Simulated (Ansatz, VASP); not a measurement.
TaN in VASP and in Ansatz

```
Ta N
1.0
     2.95656    0.00000    0.00000
    -1.47828    2.56046    0.00000
     0.00000    0.00000    4.91800
Ta N
2 2
Cartesian
  0.0000 0.0000 0.0000
  0.0000 0.0000 2.4590
  0.0000 1.7070 1.2295
  1.4783 0.8535 3.6885
```

Change from the starting cell: equal xx and yy strain of -3 %, crystal datasets.

Alike in both runs: task electric field gradients; functional PBEsol; k mesh 9 × 9 × 5; occupations fermi-dirac, width 0.01 eV; no spin polarisation.

```csv
,VASP,Ansatz
version,VASP 6.6.1,Ansatz 0.2.0
potentials or method,"VASP PAW PBE potentials, release 64 (Ta_pv, N), cutoff 520 eV","all-electron PAW with datasets made for the crystal, scalar-relativistic"
```

Ansatz gave:

| Item | Value |
| --- | --- |
| pressure (GPa) | 78.9 |
| traceless stress, the component that is largest in VASP (GPa) | 64.49 |
| size of Vzz on the site where it differs most (V/Å²) | 204.1 |

What did VASP give for the same quantities?

Pressure (GPa): 82.1; traceless stress, the component that is largest in VASP (GPa): 65.44; size of Vzz on the site where it differs most (V/Å²): 192.7.

VASP's potentials were made for PBE, not for PBEsol. Both programs put the cell under a high pressure, so it lies far from rest at this level. Ansatz ran all-electron here, and VASP with PAW potentials.

Spin-orbit coupling is off throughout. Noted on VASP's run: the cell as given lies far from equilibrium.
